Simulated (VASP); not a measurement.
Runs of VASP 6.6.1 on SiC. It takes space group Fm-3m (No. 225, cubic). The conventional cell has a = 4.028 Å, b = 4.028 Å, c = 4.028 Å, α = 90.00°, β = 90.00°, γ = 90.00°. Si (site symmetry m-3m) has 6 C at 2.01 Å within 2.7 Å. C (site symmetry m-3m) has 6 Si at 2.01 Å within 2.7 Å. 

```csv
level,spin,smearing,gap on the mesh (eV),pressure (GPa)
r2SCAN,off,fermi-dirac 0.02 eV,none,(a)
PBE,"collinear, zero start",fermi-dirac 0.02 eV,none,6.3
PBE,off,methfessel-paxton 0.5 eV,none,6.0
PBE,off,fermi-dirac 0.02 eV,none,6.3
```

Alike in all rows: task single point; potentials or basis VASP PAW PBE potentials, release 64 (Si, C); cell as given; k mesh 8 × 8 × 8; cutoff (eV) 520.

Problem. Estimate the missing entries.

Solution. (a) -0.3.

Caveats: the cell stands under pressure (at least some runs); semilocal functionals underestimate gaps, so a narrow gap can read as zero (at least some runs); the PAW data sets were made with another functional, which shifts forces and pressure a little (at least some runs); so wide a smearing shifts energies and pressures (at least some runs).

A gap of «none» marks levels without a gap at the run's occupations.
